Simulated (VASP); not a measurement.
# Sr (P6_3/mmc) in VASP: a series of runs

Runs on Sr. Level: PBE. Tasks: electric field gradients.

All numbers are computed with VASP 6.6.1; they aren't measurements. Logs are shortened: lines on timing, memory, paths and dates and some standing lists are left out, and cuts for length are marked.

## 1. The cell of the first run

It takes space group P6_3/mmc (No. 194, hexagonal). Conventional cell: a = 4.212 Å, b = 4.212 Å, c = 6.904 Å, α = 90.00°, β = 90.00°, γ = 120.00°. Sr (site symmetry -6m2) has 12 Sr at 4.21 to 4.22 Å within 5.5 Å.

## 2. Electric field gradients, PBE (volume scaled by 0.96)

INCAR

```
  ALGO = Normal
  EDIFF = 1E-8
  ENCUT = 520
  GGA = PE
  ISIF = 2
  ISMEAR = -1
  LASPH = True
  LCHARG = False
  LEFG = True
  LREAL = False
  LWAVE = False
  NBANDS = 17
  NELM = 80
  PREC = Accurate
  SIGMA = 0.08
```

KPOINTS

```
k-points
0
Gamma
  11 11 6
```

POSCAR

```
Sr
1.0
    4.2119169548      0.0000000000      0.0000000000
   -2.1059584774      3.6476270815      0.0000000000
    0.0000000000      0.0000000000      6.9040938991
Sr
2
Direct
    0.3333333333      0.6666666667      0.2500000000
    0.6666666667      0.3333333333      0.7500000000
```

Potentials or basis: VASP PAW PBE potentials, release 64 (Sr_sv).

Run with:

```console
cat potpaw_PBE.64/Sr_sv/POTCAR > POTCAR
mpirun -np 1 vasp_std > vasp.out
```

OUTCAR:

```text
EDIFF = 1E-8
   ENCUT = 520
   GGA = PE
   ISIF = 2
   ISMEAR = -1
   LASPH = True
   LREAL = False
   NELM = 80
   PREC = Accurate

 ion  position               nearest neighbor table
   1  0.333  0.667  0.250-   2 4.22   2 4.22   2 4.22   2 4.22   2 4.22   2 4.22
   2  0.667  0.333  0.750-   1 4.22   1 4.22   1 4.22   1 4.22   1 4.22   1 4.22

  LATTYP: Found a hexagonal cell.
 ALAT       =     4.2119169548
 C/A-ratio  =     1.6391809177

  Lattice vectors:

 A1 = (   4.2119169548,   0.0000000000,   0.0000000000)
 A2 = (  -2.1059584774,   3.6476270815,   0.0000000000)
 A3 = (   0.0000000000,   0.0000000000,   6.9040938991)

Analysis of symmetry for initial positions (statically):
=====================================================================
 Subroutine PRICEL returns:
 Original cell was already a primitive cell.

 Routine SETGRP: Setting up the symmetry group for a
 hexagonal supercell.

 Subroutine GETGRP returns: Found 24 space group operations
 (whereof 12 operations were pure point group operations)
 out of a pool of 24 trial point group operations.

The static configuration has the point symmetry D_3d.
 The point group associated with its full space group is D_6h.

Analysis of symmetry for dynamics (positions and initial velocities):
=====================================================================
 Subroutine PRICEL returns:
 Original cell was already a primitive cell.

 Routine SETGRP: Setting up the symmetry group for a
 hexagonal supercell.

 Subroutine GETGRP returns: Found 24 space group operations
 (whereof 12 operations were pure point group operations)
 out of a pool of 24 trial point group operations.

The dynamic configuration has the point symmetry D_3d.
 The point group associated with its full space group is D_6h.

 Subroutine INISYM returns: Found 24 space group operations
 (whereof 12 operations are pure point group operations),
 and found     1 'primitive' translations

----------------------------------------------------------------------------------------

                                     Primitive cell

  volume of cell :     106.0711

  direct lattice vectors                    reciprocal lattice vectors
     4.211916955  0.000000000  0.000000000     0.237421585  0.137075416  0.000000000
    -2.105958477  3.647627082  0.000000000     0.000000000  0.274150832  0.000000000
     0.000000000  0.000000000  6.904093899     0.000000000  0.000000000  0.144841599

  length of vectors
     4.211916955  4.211916955  6.904093899     0.274150832  0.274150832  0.144841599

  position of ions in fractional coordinates (direct lattice)
     0.333333333  0.666666667  0.250000000
     0.666666667  0.333333333  0.750000000

  ion indices of the primitive-cell ions
   primitive index   ion index
                 1           1
                 2           2

----------------------------------------------------------------------------------------

 KPOINTS: k-points

Automatic generation of k-mesh.
 Grid dimensions read from file:
 generate k-points for:   11   11    6

 Generating k-lattice:

  Cartesian coordinates                     Fractional coordinates (reciprocal lattice)
     0.021583780  0.012461401  0.000000000     0.090909091  0.000000000  0.000000000
     0.000000000  0.024922803  0.000000000     0.000000000  0.090909091  0.000000000
     0.000000000  0.000000000  0.024140267     0.000000000  0.000000000  0.166666667

  Length of vectors
     0.024922803  0.024922803  0.024140267

  Shift w.r.t. Gamma in fractional coordinates (k-lattice)
     0.000000000  0.000000000  0.000000000

 Subroutine IBZKPT returns following result:
 ===========================================

 Found     64 irreducible k-points:

 Following reciprocal coordinates:
            Coordinates               Weight
  0.000000  0.000000  0.000000      1.000000
  0.090909  0.000000  0.000000      6.000000
  0.181818  0.000000  0.000000      6.000000
  0.272727  0.000000  0.000000      6.000000
  0.363636  0.000000  0.000000      6.000000
  0.454545  0.000000  0.000000      6.000000
[... 16 lines left out ...]
  0.090909  0.090909  0.166667     12.000000
  0.181818  0.090909  0.166667     24.000000
 [... further k-points ...]
   k-points           NKPTS =     64   k-points in BZ     NKDIM =     64   number of bands    NBANDS=     17
   number of dos      NEDOS =    301   number of ions     NIONS =      2
   total plane-waves  NPLWV =  55296
   dimension x,y,z NGX =    32 NGY =   32 NGZ =   54
   dimension x,y,z NGXF=    64 NGYF=   64 NGZF=  108
   ions per type =               2
   NGX,Y,Z   is equivalent  to a cutoff of  12.63, 12.63, 13.00 a.u.
   NGXF,Y,Z  is equivalent  to a cutoff of  25.26, 25.26, 26.01 a.u.
 SYSTEM =  unknown system
   PREC   = accura    normal or accurate (medium, high low for compatibility)
   ISTART =      0    job   : 0-new  1-cont  2-samecut
   ICHARG =      2    charge: 1-file 2-atom 10-const
   ISPIN  =      1    spin polarized calculation?
   LNONCOLLINEAR =      F non collinear calculations
   LSORBIT =      F    spin-orbit coupling
   LASPH  =      T    aspherical Exc in radial PAW
   ENCUT  =  520.0 eV  38.22 Ry    6.18 a.u.   7.83  7.83 12.84*2*pi/ulx,y,z
   NELM   =     80;   NELMIN=  2; NELMDL= -5     # of ELM steps
   EDIFF  = 0.1E-07   stopping-criterion for ELM
   LREAL  =      F    real-space projection
   EDIFFG = 0.1E-06   stopping-criterion for IOM
   NSW    =      0    number of steps for IOM
   IBRION =     -1    ionic relax: 0-MD 1-quasi-New 2-CG
   NFREE  =      0    steps in history (QN), initial steepest desc. (CG)
   ISIF   =      2    stress and relaxation
   ISYM   =      2    0-nonsym 1-usesym 2-fastsym
   POTIM  = 0.5000    time-step for ionic-motion
   TEBEG  =    0.0;   TEEND  =   0.0 temperature during run
   PSTRESS=    0.0 pullay stress
   NELECT =      20.0000    total number of electrons
   NUPDOWN=      -1.0000    fix difference up-down
   EMIN   =  10.00;   EMAX   =-10.00  energy-range for DOS
   EFERMI =   0.00;   METHOD = LEGACY
   ISMEAR =    -1;   SIGMA  =   0.08  broadening in eV -4-tet -1-fermi 0-gaus
   EFERMI_NEDOS =   21; number of points for ismear=-14 and -15
   IALGO  =     38    algorithm
   IMIX   =      4    mixing-type and parameters
     AMIX     =   0.40;   BMIX     =  1.00
     AMIX_MAG =   1.60;   BMIX_MAG =  1.00
  volume/ion in A,a.u.               =      53.04       357.90
  Fermi-wavevector in a.u.,A,eV,Ry     =   0.938756  1.773991 11.990297  0.881262
  Thomas-Fermi vector in A             =   2.065999
   LORBIT       =      0    0 simple, 1 ext, 2 COOP (PROOUT), +10 PAW based schemes
   GGA     = PE    functional components
   LHFCALC =     F    Hartree Fock is set to
   AEXX    =    0.0000 exact exchange contribution
   IVDW    =     0    specifies the selected vdW correction
   LEPSILON=     F    determine dielectric tensor
   LRPA    =     F    only Hartree local field effects (RPA)
 non-spin polarized calculation
  energy-cutoff  :      520.00
  volume of cell :      106.07
 maximum number of plane-waves:      2874
 NGX is ok and might be reduce to    32
   NGX = 15   NGY = 15   NGZ = 25

 number of electron      20.0000000 magnetization

 Free energy of the ion-electron system (eV)
  ---------------------------------------------------
  ext. energy  EPLUGINS =         0.00000000
  ---------------------------------------------------
  free energy    TOTEN  =        -3.28945939 eV

  energy without entropy =       -3.23319051  energy(sigma->0) =       -3.26132495

 E-fermi :   1.7079     XC(G=0):  -7.4605

 val. band max:        1.6673237029   @ k =   0.3636   0.0909   0.0000
 cond. band min:       1.7243101075   @ k =   0.2727   0.0000   0.0000
 fundamental gap:      0.0569864046
 Fermi energy:         1.7078598396

 k-point     1 :       0.0000    0.0000    0.0000
  band No.  band energies     occupation
      1     -34.8298      2.00000
      2     -34.8135      2.00000
      3     -16.9296      2.00000
      4     -16.7424      2.00000
      5     -16.7424      2.00000
      6     -16.7126      2.00000
[... 9 lines left out ...]
     16       4.4763      0.00000
     17       5.0230      0.00000

 k-point     2 :       0.0909    0.0000    0.0000
  band No.  band energies     occupation
      1     -34.8286      2.00000
      2     -34.8130      2.00000
      3     -16.9237      2.00000
      4     -16.7560      2.00000
      5     -16.7467      2.00000
      6     -16.7268      2.00000
[... 9 lines left out ...]
     16       4.5934      0.00000
     17       4.7983      0.00000

 k-point     3 :       0.1818    0.0000    0.0000
  band No.  band energies     occupation
      1     -34.8254      2.00000
      2     -34.8114      2.00000
      3     -16.9071      2.00000
      4     -16.7928      2.00000
      5     -16.7642      2.00000
      6     -16.7579      2.00000
[... 9 lines left out ...]
     16       4.5859      0.00000
     17       4.5923      0.00000

 k-point     4 :       0.2727    0.0000    0.0000
  band No.  band energies     occupation
      1     -34.8210      2.00000
      2     -34.8096      2.00000
      3     -16.8829      2.00000
      4     -16.8413      2.00000
      5     -16.8117      2.00000
      6     -16.7721      2.00000
[... 9 lines left out ...]
     16       4.9890      0.00000
     17       5.0408      0.00000

 k-point     5 :       0.3636    0.0000    0.0000
  band No.  band energies     occupation
      1     -34.8166      2.00000
      2     -34.8083      2.00000
      3     -16.8860      2.00000
      4     -16.8558      2.00000
      5     -16.8540      2.00000
      6     -16.7848      2.00000
[... 9 lines left out ...]
     16       5.4874      0.00000
     17       5.7515      0.00000

 k-point     6 :       0.4545    0.0000    0.0000
  band No.  band energies     occupation
      1     -34.8136      2.00000
      2     -34.8078      2.00000
      3     -16.9125      2.00000
      4     -16.8786      2.00000
      5     -16.8348      2.00000
      6     -16.7922      2.00000
[... 9 lines left out ...]
     16       6.0212      0.00000
     17       6.5920      0.00000
[... 281 lines left out ...]
 k-point    21 :       0.3636    0.0000    0.1667
  band No.  band energies     occupation
      1     -34.8160      2.00000
      2     -34.8088      2.00000
      3     -16.8979      2.00000
      4     -16.8646      2.00000
      5     -16.8324      2.00000
      6     -16.7817      2.00000
[... 9 lines left out ...]
     16       5.4652      0.00000
     17       5.6107      0.00000

 k-point    22 :       0.4545    0.0000    0.1667
  band No.  band energies     occupation
      1     -34.8132      2.00000
      2     -34.8082      2.00000
      3     -16.9197      2.00000
      4     -16.8880      2.00000
      5     -16.8199      2.00000
      6     -16.7889      2.00000
[... 9 lines left out ...]
     16       5.9438      0.00000
     17       6.0640      0.00000

 k-point    23 :       0.0909    0.0909    0.1667
  band No.  band energies     occupation
      1     -34.8255      2.00000
      2     -34.8129      2.00000
      3     -16.9014      2.00000
      4     -16.7751      2.00000
      5     -16.7659      2.00000
      6     -16.7487      2.00000
[... 9 lines left out ...]
     16       4.6036      0.00000
     17       4.9286      0.00000

 k-point    24 :       0.1818    0.0909    0.1667
  band No.  band energies     occupation
      1     -34.8218      2.00000
      2     -34.8110      2.00000
      3     -16.8870      2.00000
      4     -16.8123      2.00000
      5     -16.8035      2.00000
      6     -16.7643      2.00000
[... 9 lines left out ...]
     16       4.7734      0.00000
     17       5.0142      0.00000

 [... further k-points ...]
[... 5 lines left out ...]
  --------------------------------------------------------------------------------------
  -------------------------------------------------------------------------------------
  Total        0.3432755      0.3432755      0.3538835      0.0000000      0.0000000      0.0000000
  in kB        5.1850917      5.1850917      5.3453235      0.0000000      0.0000000      0.0000000
  external PRESSURE =       5.2385023 kB  Pullay stress =       0.0000000 kB

 VOLUME and BASIS-vectors are now :
 -----------------------------------------------------------------------------
  energy-cutoff  :      520.00
  volume of cell :      106.07
      direct lattice vectors                 reciprocal lattice vectors
     4.211916955  0.000000000  0.000000000     0.237421585  0.137075416  0.000000000
    -2.105958477  3.647627082  0.000000000     0.000000000  0.274150832  0.000000000
     0.000000000  0.000000000  6.904093899     0.000000000  0.000000000  0.144841599

 POSITION                                       TOTAL-FORCE (eV/Angst)
 -----------------------------------------------------------------------------------
     -0.00000      2.43175      1.72602        -0.000000      0.000000      0.000000
      2.10596      1.21588      5.17807         0.000000     -0.000000      0.000000
 -----------------------------------------------------------------------------------
    total drift:                                0.000000     -0.000000      0.000000

  FREE ENERGIE OF THE ION-ELECTRON SYSTEM (eV)
  ---------------------------------------------------
  free  energy   TOTEN  =        -3.2894593872 eV

  energy  without entropy=       -3.2331905089  energy(sigma->0) =       -3.26132495

 Electric field gradients (V/A^2)
---------------------------------------------------------------------
 ion       V_xx      V_yy      V_zz      V_xy      V_xz      V_yz
---------------------------------------------------------------------
   1       1.895     1.895    -3.790     0.000    -0.000     0.000
   2       1.895     1.895    -3.790     0.000     0.000    -0.000
---------------------------------------------------------------------

 Electric field gradients after diagonalization (V/A^2)
 (convention: |V_zz| > |V_xx| > |V_yy|)
----------------------------------------------------------------------
 ion       V_xx      V_yy      V_zz     asymmetry (V_yy - V_xx)/ V_zz
----------------------------------------------------------------------
   1       1.895     1.895    -3.790       0.000
   2       1.895     1.895    -3.790       0.000
----------------------------------------------------------------------

           NMR quadrupolar parameters

 Cq : quadrupolar parameter    Cq=e*Q*V_zz/h
 eta: asymmetry parameters     (V_yy - V_xx)/ V_zz
 Q  : nuclear electric quadrupole moment in mb (millibarn)
----------------------------------------------------------------------
 ion       Cq(MHz)       eta       Q (mb)
----------------------------------------------------------------------
   1      -0.009       0.000       1.000
   2      -0.009       0.000       1.000
----------------------------------------------------------------------
```

It took 39 s on 1 thread of Intel Xeon 6975P-C (Granite Rapids), shared host; peak memory 0.27 GiB.

Results:

```
Free energy            : -3.2895 eV
Pressure               : 0.5 GPa
Band gap on the k mesh : zero (band 10 reaches 1.82 eV, above the bottom of band 11 at 1.72 eV)
```

Electric field gradients, principal values (V/Å²):
```tsv
atom	least	middle	greatest (by size)
1 Sr	1.895	1.895	-3.790
2 Sr	1.895	1.895	-3.790
```

Caveat: without QUAD_EFG the Cq values of the log hold for a quadrupole moment of 1 mb, not for the nuclei.

[end of part 1 of 2]
